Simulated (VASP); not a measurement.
# Sr (Fm-3m) in VASP: notebook, part 2 of 4

VASP 6.6.1. The steps go on from the part before.

### 3 Single point, LDA

INCAR reads:

```
  PREC = Accurate
  ENCUT = 500
  EDIFF = 1E-6
  ISMEAR = 1
  SIGMA = 0.01
  LREAL = F
  LASPH = T
  NELM = 120
  ALGO = Normal
  ISIF = 2
  LWAVE = F
  LCHARG = F
  GGA = CA
  NBANDS = 11
  GGA_COMPAT = F
```

KPOINTS reads:

```
regular mesh
0
Gamma
  9 9 9
```

POSCAR reads:

```
Sr
1.0
    0.0000000000      2.9028949114      2.9028949114
    2.9028949114      0.0000000000      2.9028949114
    2.9028949114      2.9028949114      0.0000000000
Sr
1
Direct
    0.0000000000      0.0000000000      0.0000000000
```

Potentials or basis: VASP PAW LDA potentials, release 64 (Sr_sv).

Started as:

```sh
$ cat potpaw_LDA.64/Sr_sv/POTCAR > POTCAR
$ mpirun -np 1 vasp_std > vasp.out
```

OUTCAR:

```text
PREC = Accurate
   ENCUT = 500
   EDIFF = 1E-6
   ISMEAR = 1
   LREAL = F
   LASPH = T
   NELM = 120
   ISIF = 2
   GGA = CA

 ion  position               nearest neighbor table
   1  0.000  0.000  0.000-

  LATTYP: Found a face centered cubic cell.
 ALAT       =     5.8057898228

  Lattice vectors:

 A1 = (   0.0000000000,   2.9028949114,   2.9028949114)
 A2 = (   2.9028949114,   0.0000000000,   2.9028949114)
 A3 = (   2.9028949114,   2.9028949114,   0.0000000000)

Analysis of symmetry for initial positions (statically):
=====================================================================
 Subroutine PRICEL returns:
 Original cell was already a primitive cell.

 Routine SETGRP: Setting up the symmetry group for a
 face centered cubic supercell.

 Subroutine GETGRP returns: Found 48 space group operations
 (whereof 48 operations were pure point group operations)
 out of a pool of 48 trial point group operations.

The static configuration has the point symmetry O_h .

Analysis of symmetry for dynamics (positions and initial velocities):
=====================================================================
 Subroutine PRICEL returns:
 Original cell was already a primitive cell.

 Routine SETGRP: Setting up the symmetry group for a
 face centered cubic supercell.

 Subroutine GETGRP returns: Found 48 space group operations
 (whereof 48 operations were pure point group operations)
 out of a pool of 48 trial point group operations.

The dynamic configuration has the point symmetry O_h .

 Subroutine INISYM returns: Found 48 space group operations
 (whereof 48 operations are pure point group operations),
 and found     1 'primitive' translations

----------------------------------------------------------------------------------------

                                     Primitive cell

  volume of cell :      48.9242

  direct lattice vectors                    reciprocal lattice vectors
     0.000000000  2.902894911  2.902894911    -0.172241853  0.172241853  0.172241853
     2.902894911  0.000000000  2.902894911     0.172241853 -0.172241853  0.172241853
     2.902894911  2.902894911  0.000000000     0.172241853  0.172241853 -0.172241853

  length of vectors
     4.105313354  4.105313354  4.105313354     0.298331641  0.298331641  0.298331641

  position of ions in fractional coordinates (direct lattice)
     0.000000000  0.000000000  0.000000000

  ion indices of the primitive-cell ions
   primitive index   ion index
                 1           1

----------------------------------------------------------------------------------------

 KPOINTS: regular mesh

Automatic generation of k-mesh.
 Grid dimensions read from file:
 generate k-points for:    9    9    9

 Generating k-lattice:

  Cartesian coordinates                     Fractional coordinates (reciprocal lattice)
    -0.019137984  0.019137984  0.019137984     0.111111111  0.000000000  0.000000000
     0.019137984 -0.019137984  0.019137984     0.000000000  0.111111111  0.000000000
     0.019137984  0.019137984 -0.019137984     0.000000000  0.000000000  0.111111111

  Length of vectors
     0.033147960  0.033147960  0.033147960

  Shift w.r.t. Gamma in fractional coordinates (k-lattice)
     0.000000000  0.000000000  0.000000000

 Subroutine IBZKPT returns following result:
 ===========================================

 Found     35 irreducible k-points:

 Following reciprocal coordinates:
            Coordinates               Weight
  0.000000  0.000000  0.000000      1.000000
  0.111111  0.000000  0.000000      8.000000
  0.222222  0.000000  0.000000      8.000000
  0.333333  0.000000  0.000000      8.000000
  0.444444  0.000000  0.000000      8.000000
  0.111111  0.111111  0.000000      6.000000
[... 16 lines left out ...]
 -0.333333  0.333333  0.000000     12.000000
  0.444444  0.444444  0.000000      6.000000
 [... further k-points ...]
   k-points           NKPTS =     35   k-points in BZ     NKDIM =     35   number of bands    NBANDS=     11
   number of dos      NEDOS =    301   number of ions     NIONS =      1
   total plane-waves  NPLWV =  27000
   dimension x,y,z NGX =    30 NGY =   30 NGZ =   30
   dimension x,y,z NGXF=    60 NGYF=   60 NGZF=   60
   ions per type =               1
   NGX,Y,Z   is equivalent  to a cutoff of  12.15, 12.15, 12.15 a.u.
   NGXF,Y,Z  is equivalent  to a cutoff of  24.30, 24.30, 24.30 a.u.
 SYSTEM =  unknown system
   PREC   = accura    normal or accurate (medium, high low for compatibility)
   ISTART =      0    job   : 0-new  1-cont  2-samecut
   ICHARG =      2    charge: 1-file 2-atom 10-const
   ISPIN  =      1    spin polarized calculation?
   LNONCOLLINEAR =      F non collinear calculations
   LSORBIT =      F    spin-orbit coupling
   LASPH  =      T    aspherical Exc in radial PAW
   ENCUT  =  500.0 eV  36.75 Ry    6.06 a.u.   7.48  7.48  7.48*2*pi/ulx,y,z
   NELM   =    120;   NELMIN=  2; NELMDL= -5     # of ELM steps
   EDIFF  = 0.1E-05   stopping-criterion for ELM
   LREAL  =      F    real-space projection
   EDIFFG = 0.1E-04   stopping-criterion for IOM
   NSW    =      0    number of steps for IOM
   IBRION =     -1    ionic relax: 0-MD 1-quasi-New 2-CG
   NFREE  =      0    steps in history (QN), initial steepest desc. (CG)
   ISIF   =      2    stress and relaxation
   ISYM   =      2    0-nonsym 1-usesym 2-fastsym
   POTIM  = 0.5000    time-step for ionic-motion
   TEBEG  =    0.0;   TEEND  =   0.0 temperature during run
   PSTRESS=    0.0 pullay stress
   NELECT =      10.0000    total number of electrons
   NUPDOWN=      -1.0000    fix difference up-down
   EMIN   =  10.00;   EMAX   =-10.00  energy-range for DOS
   EFERMI =   0.00;   METHOD = LEGACY
   ISMEAR =     1;   SIGMA  =   0.01  broadening in eV -4-tet -1-fermi 0-gaus
   EFERMI_NEDOS =   21; number of points for ismear=-14 and -15
   IALGO  =     38    algorithm
   IMIX   =      4    mixing-type and parameters
     AMIX     =   0.40;   BMIX     =  1.00
     AMIX_MAG =   1.60;   BMIX_MAG =  1.00
  volume/ion in A,a.u.               =      48.92       330.16
  Fermi-wavevector in a.u.,A,eV,Ry     =   0.964347  1.822352 12.652955  0.929966
  Thomas-Fermi vector in A             =   2.093971
   LORBIT       =      0    0 simple, 1 ext, 2 COOP (PROOUT), +10 PAW based schemes
   GGA     = CA    functional components
   LHFCALC =     F    Hartree Fock is set to
   AEXX    =    0.0000 exact exchange contribution
   IVDW    =     0    specifies the selected vdW correction
   LEPSILON=     F    determine dielectric tensor
   LRPA    =     F    only Hartree local field effects (RPA)
 non-spin polarized calculation
 Methfessel and Paxton  Order N= 1 SIGMA  =   0.01
  energy-cutoff  :      500.00
  volume of cell :       48.92
 maximum number of plane-waves:      1261
 NGX is ok and might be reduce to    30
   NGX = 15   NGY = 15   NGZ = 15

 number of electron      10.0000000 magnetization

 Free energy of the ion-electron system (eV)
  ---------------------------------------------------
  ext. energy  EPLUGINS =         0.00000000
  ---------------------------------------------------
  free energy    TOTEN  =        -1.89502807 eV

  energy without entropy =       -1.89502807  energy(sigma->0) =       -1.89502807

 E-fermi :   1.8888     XC(G=0):  -7.9321

 val. band max:        1.7656471367   @ k =  -0.3333   0.3333   0.1111
 cond. band min:       1.9464073862   @ k =  -0.4444   0.2222   0.0000
 fundamental gap:      0.1807602495
 Fermi energy:         1.8888418252

 k-point     1 :       0.0000    0.0000    0.0000
  band No.  band energies     occupation
      1     -34.4030      2.00000
      2     -16.3579      2.00000
      3     -16.3579      2.00000
      4     -16.3579      2.00000
      5      -2.0018      2.00000
      6       4.1991      0.00000
      7       4.1991      0.00000
      8       4.1991      0.00000
      9       5.8527      0.00000
     10       5.8527      0.00000
     11       9.3666      0.00000
[... 309 lines left out ...]
 k-point    24 :       0.4444    0.4444    0.0000
  band No.  band energies     occupation
      1     -34.3708      2.00000
      2     -16.6348      2.00000
      3     -16.4639      2.00000
      4     -16.4639      2.00000
      5       0.9456      2.00000
      6       2.0566     -0.00000
      7       3.1845      0.00000
      8       6.8266      0.00000
      9       6.8266      0.00000
     10       7.0145      0.00000
     11       8.3761      0.00000

 [... further k-points ...]

------------------------ aborting loop because EDIFF is reached ----------------------------------------

  FORCE on cell =-STRESS in cart. coord.  units (eV):
  Direction    XX          YY          ZZ          XY          YZ          ZX
  --------------------------------------------------------------------------------------
  -------------------------------------------------------------------------------------
  Total       -0.0142871     -0.0142871     -0.0142871      0.0000000      0.0000000     -0.0000000
  in kB       -0.4678762     -0.4678762     -0.4678762      0.0000000      0.0000000     -0.0000000
  external PRESSURE =      -0.4678762 kB  Pullay stress =       0.0000000 kB

 VOLUME and BASIS-vectors are now :
 -----------------------------------------------------------------------------
  energy-cutoff  :      500.00
  volume of cell :       48.92
      direct lattice vectors                 reciprocal lattice vectors
     0.000000000  2.902894911  2.902894911    -0.172241853  0.172241853  0.172241853
     2.902894911  0.000000000  2.902894911     0.172241853 -0.172241853  0.172241853
     2.902894911  2.902894911  0.000000000     0.172241853  0.172241853 -0.172241853

 POSITION                                       TOTAL-FORCE (eV/Angst)
 -----------------------------------------------------------------------------------
      0.00000      0.00000      0.00000         0.000000      0.000000     -0.000000
 -----------------------------------------------------------------------------------
    total drift:                               -0.000000     -0.000000      0.000000

  FREE ENERGIE OF THE ION-ELECTRON SYSTEM (eV)
  ---------------------------------------------------
  free  energy   TOTEN  =        -1.8950280715 eV

  energy  without entropy=       -1.8950280715  energy(sigma->0) =       -1.89502807
```

OSZICAR:

```text
N       E                     dE             d eps       ncg     rms          rms(c)
DAV:   1     0.345571389962E+02    0.34557E+02   -0.49019E+03   778   0.785E+02
DAV:   2    -0.443681135976E+00   -0.35001E+02   -0.34501E+02   905   0.154E+02
DAV:   3    -0.183685085728E+01   -0.13932E+01   -0.13829E+01  1143   0.233E+01
DAV:   4    -0.190153608419E+01   -0.64685E-01   -0.64367E-01   983   0.406E+00
DAV:   5    -0.190246273046E+01   -0.92665E-03   -0.92639E-03  1099   0.409E-01    0.121E+01
DAV:   6    -0.189792292054E+01    0.45398E-02   -0.55703E-03   922   0.885E-01    0.689E+00
DAV:   7    -0.189505988015E+01    0.28630E-02   -0.10327E-02  1068   0.112E+00    0.248E-01
DAV:   8    -0.189500956180E+01    0.50318E-04   -0.66485E-04  1094   0.148E-01    0.576E-02
DAV:   9    -0.189502643559E+01   -0.16874E-04   -0.46376E-05  1099   0.402E-02    0.214E-02
DAV:  10    -0.189502782281E+01   -0.13872E-05   -0.44116E-06  1042   0.173E-02    0.107E-02
DAV:  11    -0.189502807149E+01   -0.24868E-06   -0.16511E-07   475   0.393E-03
   1 F= -.18950281E+01 E0= -.18950281E+01  d E =0.246048E-16
```

Wall time 26 s (1 thread of Intel Xeon 8259CL, shared host); peak memory 0.15 GiB.

Results:

```yaml
Free_energy: -1.8950 eV
Pressure: 0.0 GPa
Band_gap_on_the_k_mesh: 0.18 eV, indirect (least direct gap 0.19 eV)
```

[end of part 2 of 4]
